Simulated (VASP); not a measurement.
# BH11C20 in VASP: a series of runs

Runs on BH11C20. Level: LDA. Tasks: single point.

All numbers are computed with VASP 6.6.1; they aren't measurements. Logs are shortened: lines on timing, memory, paths and dates and some standing lists are left out, and cuts for length are marked.

### Step 1. The cell of the first run

The cell holds a slab with vacuum, 32 atoms: a = 5.049 Å, b = 5.049 Å, c = 15.165 Å, α = 90.00°, β = 90.00°, γ = 90.00°.

### Step 2. Single point, LDA

Contents of INCAR:

```
SYSTEM = BH11C20
PREC = Accurate
ENCUT = 520
EDIFF = 1E-6
ISMEAR = -1
SIGMA = 0.02
LREAL = Auto
LASPH = .TRUE.
NELM = 100
ALGO = Normal
ISIF = 2
LWAVE = .FALSE.
LCHARG = .TRUE.
GGA = CA
LELF = .TRUE.
LVHAR = .TRUE.
NBANDS = 69
```

Contents of KPOINTS:

```
regular mesh
0
G
  2 2 1
  0 0 0
```

Contents of POSCAR:

```
BH11C20
1.0
    5.0487420000      0.0000000000      0.0000000000
    0.0000000000      5.0487420000      0.0000000000
    0.0000000000      0.0000000000     15.1647000000
H C B
11 20 1
Direct
    0.4277868000      0.0000000000      0.0659426000
    0.0722132000      0.0000000000      0.0659426000
    0.9277868000      0.0000000000      0.0659426000
    0.5722132000      0.0000000000      0.0659426000
    0.4277868000      0.5000000000      0.0659426000
    0.0722132000      0.5000000000      0.0659426000
    0.9277868000      0.5000000000      0.0659426000
    0.5722132000      0.5000000000      0.0659426000
   -0.0001049427      0.4658309523      0.4912325020
   -0.2432200817     -0.0056678867      0.4029923721
    0.2431977841     -0.0058013620      0.4029874696
    0.2500000000      0.0000000000      0.1077964000
    0.7500000000      0.0000000000      0.1077964000
    0.2500000000      0.5000000000      0.1077964000
    0.7500000000      0.5000000000      0.1077964000
    0.2500000000      0.2500000000      0.1666502000
    0.7500000000      0.2500000000      0.1666502000
    0.2500000000      0.7500000000      0.1666502000
    0.7500000000      0.7500000000      0.1666502000
    0.0000057422      0.2450406829      0.2174900271
    0.4999888419      0.2559447158      0.2231018465
   -0.0000191832      0.7470138266      0.2268752627
    0.4999845504      0.7529005532      0.2314569560
   -0.0000548687      0.0139653312      0.2825552217
    0.4999740025      0.0229959520      0.2849868299
   -0.0000301636      0.4770255925      0.2757304514
    0.4999600181      0.4898592493      0.2912241267
    0.2449913504      0.0856428666      0.3365919418
    0.7549235760      0.0856943137      0.3365910177
    0.2304374701      0.4167924402      0.3391207043
    0.7694770751      0.4168023272      0.3391107439
   -0.0000764568      0.4620817977      0.4114688500
```

Potentials or basis: VASP PAW LDA potentials, release 64 (H, C, B).

The run is started by

```console
$ cat potpaw_LDA.64/H/POTCAR potpaw_LDA.64/C/POTCAR potpaw_LDA.64/B/POTCAR > POTCAR
$ mpirun -np 1 vasp_std > vasp.out
```

OUTCAR:

```text
SYSTEM = BH11C20
   PREC = Accurate
   ENCUT = 520
   EDIFF = 1E-6
   ISMEAR = -1
   LREAL = Auto
   LASPH = .TRUE.
   NELM = 100
   ISIF = 2
   GGA = CA

 ion  position               nearest neighbor table
   1  0.428  0.000  0.066-   4 0.73  12 1.10
   2  0.072  0.000  0.066-   3 0.73  12 1.10
   3  0.928  0.000  0.066-   2 0.73  13 1.10
   4  0.572  0.000  0.066-   1 0.73  13 1.10
   5  0.428  0.500  0.066-   8 0.73  14 1.10
   6  0.072  0.500  0.066-   7 0.73  14 1.10
   7  0.928  0.500  0.066-   6 0.73  15 1.10
   8  0.572  0.500  0.066-   5 0.73  15 1.10
   9  1.000  0.466  0.491-  32 1.21
  10  0.757  0.994  0.403-  29 1.11
  11  0.243  0.994  0.403-  28 1.11
  12  0.250  0.000  0.108-   1 1.10   2 1.10  16 1.55  18 1.55
  13  0.750  0.000  0.108-   3 1.10   4 1.10  17 1.55  19 1.55
  14  0.250  0.500  0.108-   5 1.10   6 1.10  16 1.55  18 1.55
  15  0.750  0.500  0.108-   7 1.10   8 1.10  17 1.55  19 1.55
  16  0.250  0.250  0.167-  20 1.48  21 1.53  12 1.55  14 1.55
  17  0.750  0.250  0.167-  20 1.48  21 1.53  13 1.55  15 1.55
  18  0.250  0.750  0.167-  12 1.55  14 1.55  22 1.56  23 1.60
  19  0.750  0.750  0.167-  13 1.55  15 1.55  22 1.56  23 1.60
  20  0.000  0.245  0.217-  26 1.47  16 1.48  17 1.48  24 1.53
  21  0.500  0.256  0.223-  25 1.50  16 1.53  17 1.53  27 1.57
  22  1.000  0.747  0.227-  26 1.55  19 1.56  18 1.56  24 1.59
  23  0.500  0.753  0.231-  25 1.59  18 1.60  19 1.60  27 1.61
  24  1.000  0.014  0.283-  29 1.53  28 1.53  20 1.53  22 1.59
  25  0.500  0.023  0.285-  21 1.50  29 1.54  28 1.54  23 1.59
  26  1.000  0.477  0.276-  20 1.47  31 1.54  30 1.54  22 1.55  32 2.06
  27  0.500  0.490  0.291-  21 1.57  31 1.59  30 1.59  23 1.61
  28  0.245  0.086  0.337-  11 1.11  24 1.53  25 1.54  30 1.67
  29  0.755  0.086  0.337-  10 1.11  24 1.53  25 1.54  31 1.67
  30  0.230  0.417  0.339-  26 1.54  27 1.59  32 1.62  28 1.67
  31  0.769  0.417  0.339-  26 1.54  27 1.59  32 1.62  29 1.67
  32  1.000  0.462  0.411-   9 1.21  31 1.62  30 1.62  26 2.06

  LATTYP: Found a simple tetragonal cell.
 ALAT       =     5.0487420000
 C/A-ratio  =     3.0036591293

  Lattice vectors:

 A1 = (   5.0487420000,   0.0000000000,   0.0000000000)
 A2 = (   0.0000000000,   5.0487420000,   0.0000000000)
 A3 = (   0.0000000000,   0.0000000000,  15.1647000000)

Analysis of symmetry for initial positions (statically):
=====================================================================
 Subroutine PRICEL returns:
 Original cell was already a primitive cell.

 Routine SETGRP: Setting up the symmetry group for a
 simple tetragonal supercell.

 Subroutine GETGRP returns: Found  1 space group operations
 (whereof  1 operations were pure point group operations)
 out of a pool of 16 trial point group operations.

The static configuration has the point symmetry C_1 .

Analysis of symmetry for dynamics (positions and initial velocities):
=====================================================================
 Subroutine PRICEL returns:
 Original cell was already a primitive cell.

 Routine SETGRP: Setting up the symmetry group for a
 simple tetragonal supercell.

 Subroutine GETGRP returns: Found  1 space group operations
 (whereof  1 operations were pure point group operations)
 out of a pool of 16 trial point group operations.

The dynamic configuration has the point symmetry C_1 .

 Subroutine INISYM returns: Found  1 space group operations
 (whereof  1 operations are pure point group operations),
 and found     1 'primitive' translations

----------------------------------------------------------------------------------------

                                     Primitive cell

  volume of cell :     386.5451

  direct lattice vectors                    reciprocal lattice vectors
     5.048742000  0.000000000  0.000000000     0.198069143  0.000000000  0.000000000
     0.000000000  5.048742000  0.000000000     0.000000000  0.198069143  0.000000000
     0.000000000  0.000000000 15.164700000     0.000000000  0.000000000  0.065942617

  length of vectors
     5.048742000  5.048742000 15.164700000     0.198069143  0.198069143  0.065942617

  position of ions in fractional coordinates (direct lattice)
     0.427786800  0.000000000  0.065942600
     0.072213200  0.000000000  0.065942600
     0.927786800  0.000000000  0.065942600
     0.572213200  0.000000000  0.065942600
     0.427786800  0.500000000  0.065942600
     0.072213200  0.500000000  0.065942600
[... 24 lines left out ...]
     0.769477075  0.416802327  0.339110744
     0.999923543  0.462081798  0.411468850

  ion indices of the primitive-cell ions
   primitive index   ion index
                 1           1
                 2           2
                 3           3
                 4           4
                 5           5
                 6           6
[... 24 lines left out ...]
                31          31
                32          32

----------------------------------------------------------------------------------------

 KPOINTS: regular mesh

Automatic generation of k-mesh.
 Grid dimensions read from file:
 generate k-points for:    2    2    1

 Generating k-lattice:

  Cartesian coordinates                     Fractional coordinates (reciprocal lattice)
     0.099034571  0.000000000  0.000000000     0.500000000  0.000000000  0.000000000
     0.000000000  0.099034571  0.000000000     0.000000000  0.500000000  0.000000000
     0.000000000  0.000000000  0.065942617     0.000000000  0.000000000  1.000000000

  Length of vectors
     0.099034571  0.099034571  0.065942617

  Shift w.r.t. Gamma in fractional coordinates (k-lattice)
     0.000000000  0.000000000  0.000000000

 Subroutine IBZKPT returns following result:
 ===========================================

 Found      4 irreducible k-points:

 Following reciprocal coordinates:
            Coordinates               Weight
  0.000000  0.000000  0.000000      1.000000
  0.500000  0.000000  0.000000      1.000000
  0.000000  0.500000  0.000000      1.000000
  0.500000  0.500000  0.000000      1.000000
   k-points           NKPTS =      4   k-points in BZ     NKDIM =      4   number of bands    NBANDS=     69
   number of dos      NEDOS =    301   number of ions     NIONS =     32
   total plane-waves  NPLWV = 192000
   dimension x,y,z NGX =    40 NGY =   40 NGZ =  120
   dimension x,y,z NGXF=    80 NGYF=   80 NGZF=  240
   ions per type =              11  20   1
   NGX,Y,Z   is equivalent  to a cutoff of  13.17, 13.17, 13.16 a.u.
   NGXF,Y,Z  is equivalent  to a cutoff of  26.34, 26.34, 26.31 a.u.
 SYSTEM =  BH11C20
   PREC   = accura    normal or accurate (medium, high low for compatibility)
   ISTART =      0    job   : 0-new  1-cont  2-samecut
   ICHARG =      2    charge: 1-file 2-atom 10-const
   ISPIN  =      1    spin polarized calculation?
   LNONCOLLINEAR =      F non collinear calculations
   LSORBIT =      F    spin-orbit coupling
   LASPH  =      T    aspherical Exc in radial PAW
   ENCUT  =  520.0 eV  38.22 Ry    6.18 a.u.   9.39  9.39 28.20*2*pi/ulx,y,z
   NELM   =    100;   NELMIN=  2; NELMDL= -5     # of ELM steps
   EDIFF  = 0.1E-05   stopping-criterion for ELM
   LREAL  =      T    real-space projection
   EDIFFG = 0.1E-04   stopping-criterion for IOM
   NSW    =      0    number of steps for IOM
   IBRION =     -1    ionic relax: 0-MD 1-quasi-New 2-CG
   NFREE  =      0    steps in history (QN), initial steepest desc. (CG)
   ISIF   =      2    stress and relaxation
   ISYM   =      2    0-nonsym 1-usesym 2-fastsym
   POTIM  = 0.5000    time-step for ionic-motion
   TEBEG  =    0.0;   TEEND  =   0.0 temperature during run
   PSTRESS=    0.0 pullay stress
   NELECT =      94.0000    total number of electrons
   NUPDOWN=      -1.0000    fix difference up-down
   EMIN   =  10.00;   EMAX   =-10.00  energy-range for DOS
   EFERMI =   0.00;   METHOD = LEGACY
   ISMEAR =    -1;   SIGMA  =   0.02  broadening in eV -4-tet -1-fermi 0-gaus
   EFERMI_NEDOS =   21; number of points for ismear=-14 and -15
   IALGO  =     38    algorithm
   IMIX   =      4    mixing-type and parameters
     AMIX     =   0.40;   BMIX     =  1.00
     AMIX_MAG =   1.60;   BMIX_MAG =  1.00
  volume/ion in A,a.u.               =      12.08        81.52
  Fermi-wavevector in a.u.,A,eV,Ry     =   1.021843  1.931003 14.206694  1.044163
  Thomas-Fermi vector in A             =   2.155490
   LORBIT       =      0    0 simple, 1 ext, 2 COOP (PROOUT), +10 PAW based schemes
   GGA     = CA    functional components
   LHFCALC =     F    Hartree Fock is set to
   AEXX    =    0.0000 exact exchange contribution
   IVDW    =     0    specifies the selected vdW correction
   LEPSILON=     F    determine dielectric tensor
   LRPA    =     F    only Hartree local field effects (RPA)
 non-spin polarized calculation
  energy-cutoff  :      520.00
  volume of cell :      386.55
 maximum number of plane-waves:     10429
 NGX is ok and might be reduce to    40
   NGX = 19   NGY = 19   NGZ = 57

 number of electron      94.0000008 magnetization

 Free energy of the ion-electron system (eV)
  ---------------------------------------------------
  ext. energy  EPLUGINS =         0.00000000
  ---------------------------------------------------
  free energy    TOTEN  =      -231.26496008 eV

  energy without entropy =     -231.26496008  energy(sigma->0) =     -231.26496008

 E-fermi :   1.6251     XC(G=0):  -6.1661

 val. band max:        1.1869219596   @ k =   0.0000   0.5000   0.0000
 cond. band min:       2.0665309247   @ k =   0.0000   0.5000   0.0000
 fundamental gap:      0.8796089651
 Fermi energy:         1.6251401308

 k-point     1 :       0.0000    0.0000    0.0000
  band No.  band energies     occupation
      1     -19.9231      2.00000
      2     -17.6581      2.00000
      3     -15.8020      2.00000
      4     -15.2971      2.00000
      5     -15.2696      2.00000
      6     -15.2302      2.00000
[... 51 lines left out ...]
     58       6.4159      0.00000
     59       6.7273      0.00000

 k-point     2 :       0.5000    0.0000    0.0000
  band No.  band energies     occupation
      1     -18.9918      2.00000
      2     -18.5547      2.00000
      3     -16.7170      2.00000
      4     -16.3124      2.00000
      5     -14.4228      2.00000
      6     -14.3498      2.00000
[... 51 lines left out ...]
     58       6.8370      0.00000
     59       6.8981      0.00000

 k-point     3 :       0.0000    0.5000    0.0000
  band No.  band energies     occupation
      1     -19.3313      2.00000
      2     -18.1210      2.00000
      3     -16.9265      2.00000
      4     -15.6997      2.00000
      5     -15.1706      2.00000
      6     -14.5690      2.00000
[... 51 lines left out ...]
     58       6.5466      0.00000
     59       6.8952      0.00000

 k-point     4 :       0.5000    0.5000    0.0000
  band No.  band energies     occupation
      1     -18.4462      2.00000
      2     -17.9352      2.00000
      3     -17.1288      2.00000
      4     -16.8259      2.00000
      5     -16.0046      2.00000
      6     -15.5832      2.00000
[... 51 lines left out ...]
     58       6.7108      0.00000
     59       7.0030      0.00000
 [bands above 59 left out]

------------------------ aborting loop because EDIFF is reached ----------------------------------------

  FORCE on cell =-STRESS in cart. coord.  units (eV):
  Direction    XX          YY          ZZ          XY          YZ          ZX
  --------------------------------------------------------------------------------------
  -------------------------------------------------------------------------------------
  Total       58.3495486    -16.1436355     -5.5665891      0.0013210      0.2282038      0.0164363
  in kB      241.8510092    -66.9131917    -23.0727610      0.0054754      0.9458740      0.0681262
  external PRESSURE =      50.6216855 kB  Pullay stress =       0.0000000 kB

 VOLUME and BASIS-vectors are now :
 -----------------------------------------------------------------------------
  energy-cutoff  :      520.00
  volume of cell :      386.55
      direct lattice vectors                 reciprocal lattice vectors
     5.048742000  0.000000000  0.000000000     0.198069143  0.000000000  0.000000000
     0.000000000  5.048742000  0.000000000     0.000000000  0.198069143  0.000000000
     0.000000000  0.000000000 15.164700000     0.000000000  0.000000000  0.065942617

 POSITION                                       TOTAL-FORCE (eV/Angst)
 -----------------------------------------------------------------------------------
      2.15979      0.00000      1.00000        -9.041535     -0.088616      0.025780
      0.36459      0.00000      1.00000         9.040481     -0.011013      0.129116
      4.68416      0.00000      1.00000        -9.040256     -0.010977      0.129188
      2.88896      0.00000      1.00000         9.041738     -0.088677      0.025712
      2.15979      2.52437      1.00000        -9.043089      0.029223      0.077921
      0.36459      2.52437      1.00000         9.045706      0.066945      0.083673
[... 24 lines left out ...]
      3.88489      2.10433      5.14251         0.001967     -0.049662      0.041268
      5.04836      2.33293      6.23980         0.001690     -0.008885      0.039332
 -----------------------------------------------------------------------------------
    total drift:                               -0.002006      0.008613     -0.039305

  FREE ENERGIE OF THE ION-ELECTRON SYSTEM (eV)
  ---------------------------------------------------
  free  energy   TOTEN  =      -231.2649600841 eV

  energy  without entropy=     -231.2649600839  energy(sigma->0) =     -231.26496008
```

Wall time 8.1 min (1 thread of Oxide Virtual Turin-like, shared host); peak memory 0.34 GiB.

What came out:

| Quantity | Value |
| --- | --- |
| Free energy | -231.2650 eV |
| Largest force | 9.046 eV/Å |
| Band gap on the k mesh | 0.88 eV, direct |

Forces on the atoms (eV/Å):
```
H   -9.042 -0.089  0.026
H    9.040 -0.011  0.129
H   -9.040 -0.011  0.129
H    9.042 -0.089  0.026
H   -9.043  0.029  0.078
H    9.046  0.067  0.084
H   -9.046  0.067  0.084
H    9.043  0.029  0.078
H    0.000  0.056  0.039
H   -0.010  0.020  0.008
H    0.009  0.022  0.006
C    0.513 -0.143  1.356
C   -0.513 -0.143  1.356
C    0.172  0.122  1.362
C   -0.173  0.121  1.362
C    0.552 -0.010 -3.302
C   -0.552 -0.009 -3.301
C    0.198  0.030  0.170
C   -0.201  0.029  0.169
C   -0.004 -0.018 -0.055
C   -0.001  0.016  0.009
C    0.000  0.006  0.031
C    0.000  0.011  0.011
C    0.005 -0.086  0.003
C   -0.002 -0.029 -0.022
C    0.001  0.040  0.004
C    0.002  0.034  0.019
C    0.016  0.023  0.010
C   -0.014  0.021  0.009
C   -0.003 -0.050  0.042
C    0.002 -0.050  0.041
B    0.002 -0.009  0.039
```

Caveat: the k points lie up to 0.62 Å⁻¹ apart.

[end of part 1 of 2]
